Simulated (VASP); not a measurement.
# PbSe (Clausthalite) (Fm-3m) in VASP: further runs

The runs below take PbSe (Clausthalite) through single point, with PBE.

Everything below comes from runs of VASP 6.6.1. Logs are shortened: lines on timing, memory, paths and dates and some standing lists are left out, and cuts for length are marked.

### 1 The cell of the first run

Symmetry: Fm-3m, No. 225, cubic system. Conventional cell: a = 5.996 Å, b = 5.996 Å, c = 5.996 Å, α = 90.00°, β = 90.00°, γ = 90.00°. Within 3.9 Å of Pb (site symmetry m-3m) lie 6 Se at 3.00 Å. Se (site symmetry m-3m) has 6 Pb at 3.00 Å within 3.9 Å.

### 2 Single point, PBE

INCAR

```
  ALGO = Normal
  EDIFF = 1E-7
  ENCUT = 520
  GGA = PE
  ISIF = 2
  ISMEAR = 1
  LASPH = T
  LCHARG = T
  LELF = T
  LREAL = F
  LVHAR = T
  LWAVE = F
  NBANDS = 17
  NELM = 100
  PREC = Accurate
  SIGMA = 0.02
```

KPOINTS

```
k-points
0
Gamma
  6 6 6
```

POSCAR

```
PbSe
1.0
    0.0000000000      2.9981702236      2.9981702236
    2.9981702236      0.0000000000      2.9981702236
    2.9981702236      2.9981702236      0.0000000000
Pb Se
1 1
Direct
    0.0000000000      0.0000000000      0.0000000000
    0.5000000000      0.5000000000      0.5000000000
```

Potentials or basis: VASP PAW PBE potentials, release 64 (Pb_d, Se).

Launch:

```console
$ cat potpaw_PBE.64/Pb_d/POTCAR potpaw_PBE.64/Se/POTCAR > POTCAR
$ mpirun -np 1 vasp_std > vasp.out
```

OUTCAR:

```text
EDIFF = 1E-7
   ENCUT = 520
   GGA = PE
   ISIF = 2
   ISMEAR = 1
   LASPH = T
   LREAL = F
   NELM = 100
   PREC = Accurate

 ion  position               nearest neighbor table
   1  0.000  0.000  0.000-   2 3.00   2 3.00   2 3.00   2 3.00   2 3.00   2 3.00
   2  0.500  0.500  0.500-   1 3.00   1 3.00   1 3.00   1 3.00   1 3.00   1 3.00

  LATTYP: Found a face centered cubic cell.
 ALAT       =     5.9963404472

  Lattice vectors:

 A1 = (   0.0000000000,   2.9981702236,   2.9981702236)
 A2 = (   2.9981702236,   0.0000000000,   2.9981702236)
 A3 = (   2.9981702236,   2.9981702236,   0.0000000000)

Analysis of symmetry for initial positions (statically):
=====================================================================
 Subroutine PRICEL returns:
 Original cell was already a primitive cell.

 Routine SETGRP: Setting up the symmetry group for a
 face centered cubic supercell.

 Subroutine GETGRP returns: Found 48 space group operations
 (whereof 48 operations were pure point group operations)
 out of a pool of 48 trial point group operations.

The static configuration has the point symmetry O_h .

Analysis of symmetry for dynamics (positions and initial velocities):
=====================================================================
 Subroutine PRICEL returns:
 Original cell was already a primitive cell.

 Routine SETGRP: Setting up the symmetry group for a
 face centered cubic supercell.

 Subroutine GETGRP returns: Found 48 space group operations
 (whereof 48 operations were pure point group operations)
 out of a pool of 48 trial point group operations.

The dynamic configuration has the point symmetry O_h .

 Subroutine INISYM returns: Found 48 space group operations
 (whereof 48 operations are pure point group operations),
 and found     1 'primitive' translations

----------------------------------------------------------------------------------------

                                     Primitive cell

  volume of cell :      53.9013

  direct lattice vectors                    reciprocal lattice vectors
     0.000000000  2.998170224  2.998170224    -0.166768383  0.166768383  0.166768383
     2.998170224  0.000000000  2.998170224     0.166768383 -0.166768383  0.166768383
     2.998170224  2.998170224  0.000000000     0.166768383  0.166768383 -0.166768383

[... 69 lines left out ...]
   LNONCOLLINEAR =      F non collinear calculations
   LSORBIT =      F    spin-orbit coupling
   LASPH  =      T    aspherical Exc in radial PAW
   ENCUT  =  520.0 eV  38.22 Ry    6.18 a.u.   7.88  7.88  7.88*2*pi/ulx,y,z
   NELM   =    100;   NELMIN=  2; NELMDL= -5     # of ELM steps
   EDIFF  = 0.1E-06   stopping-criterion for ELM
   LREAL  =      F    real-space projection
   EDIFFG = 0.1E-05   stopping-criterion for IOM
   NSW    =      0    number of steps for IOM
   IBRION =     -1    ionic relax: 0-MD 1-quasi-New 2-CG
   NFREE  =      0    steps in history (QN), initial steepest desc. (CG)
   ISIF   =      2    stress and relaxation
   ISYM   =      2    0-nonsym 1-usesym 2-fastsym
   POTIM  = 0.5000    time-step for ionic-motion
   TEBEG  =    0.0;   TEEND  =   0.0 temperature during run
   PSTRESS=    0.0 pullay stress
   NELECT =      20.0000    total number of electrons
   NUPDOWN=      -1.0000    fix difference up-down
   EMIN   =  10.00;   EMAX   =-10.00  energy-range for DOS
   EFERMI =   0.00;   METHOD = LEGACY
   ISMEAR =     1;   SIGMA  =   0.02  broadening in eV -4-tet -1-fermi 0-gaus
   EFERMI_NEDOS =   21; number of points for ismear=-14 and -15
   IALGO  =     38    algorithm
   IMIX   =      4    mixing-type and parameters
     AMIX     =   0.40;   BMIX     =  1.00
     AMIX_MAG =   1.60;   BMIX_MAG =  1.00
  volume/ion in A,a.u.               =      26.95       181.87
  Fermi-wavevector in a.u.,A,eV,Ry     =   1.176391  2.223058 18.829061  1.383897
  Thomas-Fermi vector in A             =   2.312756
   LORBIT       =      0    0 simple, 1 ext, 2 COOP (PROOUT), +10 PAW based schemes
   GGA     = PE    functional components
   LHFCALC =     F    Hartree Fock is set to
   AEXX    =    0.0000 exact exchange contribution
   IVDW    =     0    specifies the selected vdW correction
   LEPSILON=     F    determine dielectric tensor
   LRPA    =     F    only Hartree local field effects (RPA)
 non-spin polarized calculation
 Methfessel and Paxton  Order N= 1 SIGMA  =   0.02
  energy-cutoff  :      520.00
  volume of cell :       53.90
 maximum number of plane-waves:      1464
   NGX = 15   NGY = 15   NGZ = 15

 number of electron      20.0000001 magnetization

 Free energy of the ion-electron system (eV)
  ---------------------------------------------------
  ext. energy  EPLUGINS =         0.00000000
  ---------------------------------------------------
  free energy    TOTEN  =        -8.08828501 eV

  energy without entropy =       -8.08830989  energy(sigma->0) =       -8.08829330

 E-fermi :   5.9748     XC(G=0):  -9.8208

 val. band max:        5.9253716233   @ k =   0.5000   0.0000   0.0000
 cond. band min:       5.9917972843   @ k =   0.5000   0.0000   0.0000
 fundamental gap:      0.0664256609
 Fermi energy:         5.9748396812

 k-point     1 :       0.0000    0.0000    0.0000
  band No.  band energies     occupation
      1     -11.0905      2.00000
      2     -11.0905      2.00000
      3     -11.0905      2.00000
      4     -11.0901      2.00000
      5     -11.0901      2.00000
      6      -8.2854      2.00000
[... 297 lines left out ...]
      4     -11.0547      2.00000
      5     -11.0333      2.00000
      6      -6.5691      2.00000
[... 9 lines left out ...]
     16      17.7918      0.00000
     17      18.5460      0.00000

------------------------ aborting loop because EDIFF is reached ----------------------------------------

  FORCE on cell =-STRESS in cart. coord.  units (eV):
  Direction    XX          YY          ZZ          XY          YZ          ZX
  --------------------------------------------------------------------------------------
  -------------------------------------------------------------------------------------
  Total        2.1529560      2.1529560      2.1529560     -0.0000000      0.0000000     -0.0000000
  in kB       63.9951220     63.9951220     63.9951220     -0.0000000      0.0000000     -0.0000000
  external PRESSURE =      63.9951220 kB  Pullay stress =       0.0000000 kB

 VOLUME and BASIS-vectors are now :
 -----------------------------------------------------------------------------
  energy-cutoff  :      520.00
  volume of cell :       53.90
      direct lattice vectors                 reciprocal lattice vectors
     0.000000000  2.998170224  2.998170224    -0.166768383  0.166768383  0.166768383
     2.998170224  0.000000000  2.998170224     0.166768383 -0.166768383  0.166768383
     2.998170224  2.998170224  0.000000000     0.166768383  0.166768383 -0.166768383

 POSITION                                       TOTAL-FORCE (eV/Angst)
 -----------------------------------------------------------------------------------
      0.00000      0.00000      0.00000        -0.000000     -0.000000     -0.000000
      2.99817      2.99817      2.99817         0.000000      0.000000      0.000000
 -----------------------------------------------------------------------------------
    total drift:                                0.000000     -0.000000     -0.000000

  FREE ENERGIE OF THE ION-ELECTRON SYSTEM (eV)
  ---------------------------------------------------
  free  energy   TOTEN  =        -8.0882850101 eV

  energy  without entropy=       -8.0883098859  energy(sigma->0) =       -8.08829330
```

OSZICAR:

```text
N       E                     dE             d eps       ncg     rms          rms(c)
DAV:   1     0.161162270331E+03    0.16116E+03   -0.96332E+03   544   0.120E+03
DAV:   2     0.332192437406E+01   -0.15784E+03   -0.15334E+03   587   0.319E+02
DAV:   3    -0.808278060567E+01   -0.11405E+02   -0.11348E+02   724   0.905E+01
DAV:   4    -0.832836663790E+01   -0.24559E+00   -0.24543E+00   640   0.147E+01
DAV:   5    -0.833733792367E+01   -0.89713E-02   -0.89709E-02   769   0.274E+00    0.293E+00
DAV:   6    -0.809138572198E+01    0.24595E+00   -0.57843E-01   845   0.558E+00    0.173E+00
DAV:   7    -0.808561540264E+01    0.57703E-02   -0.11353E-01   649   0.170E+00    0.890E-01
DAV:   8    -0.808848971903E+01   -0.28743E-02   -0.11163E-02   696   0.120E+00    0.116E-01
DAV:   9    -0.808823880370E+01    0.25092E-03   -0.18373E-03   835   0.475E-01    0.438E-02
DAV:  10    -0.808827977634E+01   -0.40973E-04   -0.16210E-04   633   0.806E-02    0.180E-02
DAV:  11    -0.808828499782E+01   -0.52215E-05   -0.58058E-05   719   0.783E-02    0.809E-03
DAV:  12    -0.808828501629E+01   -0.18468E-07   -0.35305E-06   710   0.131E-02    0.301E-03
DAV:  13    -0.808828501012E+01    0.61664E-08   -0.21801E-07   663   0.420E-03
   1 F= -.80882850E+01 E0= -.80882933E+01  d E =0.248758E-04
```

stdout:

```text
POSCAR found type information on POSCAR PbSe
 POSCAR found :  2 types and       2 ions
 scaLAPACK will be used
 LDA part: xc-table for (Slater+PW92), standard interpolation
 POSCAR, INCAR and KPOINTS ok, starting setup
 FFT: planning ... GRIDC
 FFT: planning ... GRID_SOFT
 FFT: planning ... GRID
 WAVECAR not read
 entering main loop
```

Run time: 15 s. Hardware: 1 thread of Intel Xeon 8259CL, shared host; peak memory 0.18 GiB.

Results:

* Free energy: -8.0883 eV
* Pressure: 6.4 GPa
* Band gap on the k mesh: 0.07 eV, direct

Levels at points of the mesh, in eV from the valence-band top:
| k point | band 8 | band 9 | band 10 | band 11 | band 12 | band 13 |
| --- | --- | --- | --- | --- | --- | --- |
| (0.00, 0.00, 0.00) | -2.24 | -2.24 | -2.24 | 4.78 | 4.78 | 4.78 |
| (0.50, 0.00, 0.00) | -1.78 | -1.78 | 0.00 | 0.07 | 1.49 | 1.49 |
| (0.50, 0.50, 0.00) | -5.59 | -3.70 | -3.70 | 3.35 | 5.79 | 5.79 |

Caveat: spin-orbit coupling is left out, which moves the levels of the heavy elements. A k mesh can miss the band edges.

### 3 Single point, PBE

This run uses another cell than the first one, of 27.52 Å³/atom, 1.021 times its volume.

INCAR

```
ALGO     = Normal         # electronic algorithm
EDIFF    = 1E-6           # SCF threshold, eV
ENCUT    = 520            # plane-wave cutoff, eV
GGA      = PE             # functional
ISIF     = 2              # what is computed and relaxed
ISMEAR   = 1              # smearing method
LASPH    = T              # aspherical terms in the spheres
LCHARG   = F              # write CHGCAR
LREAL    = F              # projectors in reciprocal space
LWAVE    = F              # write WAVECAR
NBANDS   = 17             # bands
NELM     = 80             # most SCF steps
PREC     = Accurate       # precision mode
SIGMA    = 0.02           # smearing width, eV
```

KPOINTS is that of step 2.

POSCAR

```
PbSe
1.0
    0.0000000000      3.0192847941      3.0192847941
    3.0192847941      0.0000000000      3.0192847941
    3.0192847941      3.0192847941      0.0000000000
Pb Se
1 1
Direct
    0.0000000000      0.0000000000      0.0000000000
    0.5000000000      0.5000000000      0.5000000000
```

Potentials or basis: VASP PAW PBE potentials, release 64 (Pb_d, Se).

Launch:

```console
$ cat potpaw_PBE.64/Pb_d/POTCAR potpaw_PBE.64/Se/POTCAR > POTCAR
$ mpirun -np 1 vasp_std > vasp.out
```

OUTCAR:

```text
EDIFF = 1E-6
   ENCUT = 520
   GGA = PE
   ISIF = 2
   ISMEAR = 1
   LASPH = T
   LREAL = F
   NELM = 80
   PREC = Accurate

 ion  position               nearest neighbor table
   1  0.000  0.000  0.000-   2 3.02   2 3.02   2 3.02   2 3.02   2 3.02   2 3.02
   2  0.500  0.500  0.500-   1 3.02   1 3.02   1 3.02   1 3.02   1 3.02   1 3.02

  LATTYP: Found a face centered cubic cell.
 ALAT       =     6.0385695882

  Lattice vectors:

 A1 = (   0.0000000000,   3.0192847941,   3.0192847941)
 A2 = (   3.0192847941,   0.0000000000,   3.0192847941)
 A3 = (   3.0192847941,   3.0192847941,   0.0000000000)

Analysis of symmetry for initial positions (statically):
=====================================================================
 Subroutine PRICEL returns:
 Original cell was already a primitive cell.

 Routine SETGRP: Setting up the symmetry group for a
 face centered cubic supercell.

 Subroutine GETGRP returns: Found 48 space group operations
 (whereof 48 operations were pure point group operations)
 out of a pool of 48 trial point group operations.

The static configuration has the point symmetry O_h .

Analysis of symmetry for dynamics (positions and initial velocities):
=====================================================================
 Subroutine PRICEL returns:
 Original cell was already a primitive cell.

 Routine SETGRP: Setting up the symmetry group for a
 face centered cubic supercell.

 Subroutine GETGRP returns: Found 48 space group operations
 (whereof 48 operations were pure point group operations)
 out of a pool of 48 trial point group operations.

The dynamic configuration has the point symmetry O_h .

 Subroutine INISYM returns: Found 48 space group operations
 (whereof 48 operations are pure point group operations),
 and found     1 'primitive' translations
[... 99 lines left out ...]
   EMIN   =  10.00;   EMAX   =-10.00  energy-range for DOS
   EFERMI =   0.00;   METHOD = LEGACY
   ISMEAR =     1;   SIGMA  =   0.02  broadening in eV -4-tet -1-fermi 0-gaus
   EFERMI_NEDOS =   21; number of points for ismear=-14 and -15
   IALGO  =     38    algorithm
   IMIX   =      4    mixing-type and parameters
     AMIX     =   0.40;   BMIX     =  1.00
     AMIX_MAG =   1.60;   BMIX_MAG =  1.00
  volume/ion in A,a.u.               =      27.52       185.74
  Fermi-wavevector in a.u.,A,eV,Ry     =   1.168165  2.207511 18.566630  1.364609
  Thomas-Fermi vector in A             =   2.304655
   LORBIT       =      0    0 simple, 1 ext, 2 COOP (PROOUT), +10 PAW based schemes
   GGA     = PE    functional components
   LHFCALC =     F    Hartree Fock is set to
   AEXX    =    0.0000 exact exchange contribution
   IVDW    =     0    specifies the selected vdW correction
   LEPSILON=     F    determine dielectric tensor
   LRPA    =     F    only Hartree local field effects (RPA)
 non-spin polarized calculation
 Methfessel and Paxton  Order N= 1 SIGMA  =   0.02
  energy-cutoff  :      520.00
  volume of cell :       55.05
 maximum number of plane-waves:      1524
   NGX = 15   NGY = 15   NGZ = 15

 number of electron      20.0000005 magnetization

 Free energy of the ion-electron system (eV)
  ---------------------------------------------------
  ext. energy  EPLUGINS =         0.00000000
  ---------------------------------------------------
  free energy    TOTEN  =        -8.12906608 eV

  energy without entropy =       -8.12908756  energy(sigma->0) =       -8.12907324

 E-fermi :   5.7560     XC(G=0):  -9.7216

 val. band max:        5.6251531915   @ k =   0.5000   0.0000   0.0000
 cond. band min:       5.7728390285   @ k =   0.5000   0.0000   0.0000
 fundamental gap:      0.1476858370
 Fermi energy:         5.7560013841

 k-point     1 :       0.0000    0.0000    0.0000
  band No.  band energies     occupation
      1     -11.3231      2.00000
      2     -11.3231      2.00000
      3     -11.3231      2.00000
      4     -11.3214      2.00000
      5     -11.3214      2.00000
      6      -8.3686      2.00000
[... 297 lines left out ...]
      4     -11.2901      2.00000
      5     -11.2705      2.00000
      6      -6.7447      2.00000
[... 9 lines left out ...]
     16      17.4271      0.00000
     17      18.2771      0.00000

------------------------ aborting loop because EDIFF is reached ----------------------------------------

  FORCE on cell =-STRESS in cart. coord.  units (eV):
  Direction    XX          YY          ZZ          XY          YZ          ZX
  --------------------------------------------------------------------------------------
  -------------------------------------------------------------------------------------
  Total        1.6863113      1.6863113      1.6863113      0.0000000      0.0000000      0.0000000
  in kB       49.0801757     49.0801757     49.0801757      0.0000000      0.0000000      0.0000000
  external PRESSURE =      49.0801757 kB  Pullay stress =       0.0000000 kB

 VOLUME and BASIS-vectors are now :
 -----------------------------------------------------------------------------
  energy-cutoff  :      520.00
  volume of cell :       55.05
      direct lattice vectors                 reciprocal lattice vectors
     0.000000000  3.019284794  3.019284794    -0.165602132  0.165602132  0.165602132
     3.019284794  0.000000000  3.019284794     0.165602132 -0.165602132  0.165602132
     3.019284794  3.019284794  0.000000000     0.165602132  0.165602132 -0.165602132

 POSITION                                       TOTAL-FORCE (eV/Angst)
 -----------------------------------------------------------------------------------
      0.00000      0.00000      0.00000        -0.000000     -0.000000     -0.000000
      3.01928      3.01928      3.01928         0.000000      0.000000      0.000000
 -----------------------------------------------------------------------------------
    total drift:                                0.000000     -0.000000     -0.000000

  FREE ENERGIE OF THE ION-ELECTRON SYSTEM (eV)
  ---------------------------------------------------
  free  energy   TOTEN  =        -8.1290660844 eV

  energy  without entropy=       -8.1290875581  energy(sigma->0) =       -8.12907324
```

OSZICAR:

```text
N       E                     dE             d eps       ncg     rms          rms(c)
DAV:   1     0.159912743347E+03    0.15991E+03   -0.96621E+03   552   0.124E+03
DAV:   2     0.255359210917E+01   -0.15736E+03   -0.15160E+03   601   0.318E+02
DAV:   3    -0.811671843981E+01   -0.10670E+02   -0.10601E+02   682   0.878E+01
DAV:   4    -0.838042028486E+01   -0.26370E+00   -0.26346E+00   679   0.152E+01
DAV:   5    -0.839029414174E+01   -0.98739E-02   -0.98735E-02   789   0.282E+00    0.286E+00
DAV:   6    -0.813158335333E+01    0.25871E+00   -0.62036E-01   841   0.568E+00    0.168E+00
DAV:   7    -0.812627856156E+01    0.53048E-02   -0.11518E-01   666   0.168E+00    0.878E-01
DAV:   8    -0.812929677713E+01   -0.30182E-02   -0.11534E-02   663   0.120E+00    0.126E-01
DAV:   9    -0.812902551924E+01    0.27126E-03   -0.22467E-03   833   0.494E-01    0.456E-02
DAV:  10    -0.812906048327E+01   -0.34964E-04   -0.19843E-04   629   0.831E-02    0.180E-02
DAV:  11    -0.812906607465E+01   -0.55914E-05   -0.60466E-05   721   0.759E-02    0.877E-03
DAV:  12    -0.812906608438E+01   -0.97318E-08   -0.34298E-06   699   0.143E-02
   1 F= -.81290661E+01 E0= -.81290732E+01  d E =0.214737E-04
```

stdout:

```text
POSCAR found type information on POSCAR PbSe
 POSCAR found :  2 types and       2 ions
 scaLAPACK will be used
 LDA part: xc-table for (Slater+PW92), standard interpolation
 POSCAR, INCAR and KPOINTS ok, starting setup
 FFT: planning ... GRIDC
 FFT: planning ... GRID_SOFT
 FFT: planning ... GRID
 WAVECAR not read
 entering main loop
```

It took 14 s on 1 thread of Intel Xeon 8259CL, shared host; peak memory 0.18 GiB.

What came out:

```yaml
Free_energy: -8.1291 eV
Pressure: 4.9 GPa
Band_gap_on_the_k_mesh: 0.15 eV, direct
```

Levels at points of the mesh, in eV from the valence-band top:
```csv
k point,band 8,band 9,band 10,band 11,band 12,band 13
"(0.00, 0.00, 0.00)",-2.11,-2.11,-2.11,4.76,4.76,4.76
"(0.50, 0.00, 0.00)",-1.67,-1.67,0.00,0.15,1.57,1.57
"(0.50, 0.50, 0.00)",-5.38,-3.54,-3.54,3.47,5.73,5.73
```

Caveat: spin-orbit coupling is left out, which moves the levels of the heavy elements.

[end of part 1 of 2]
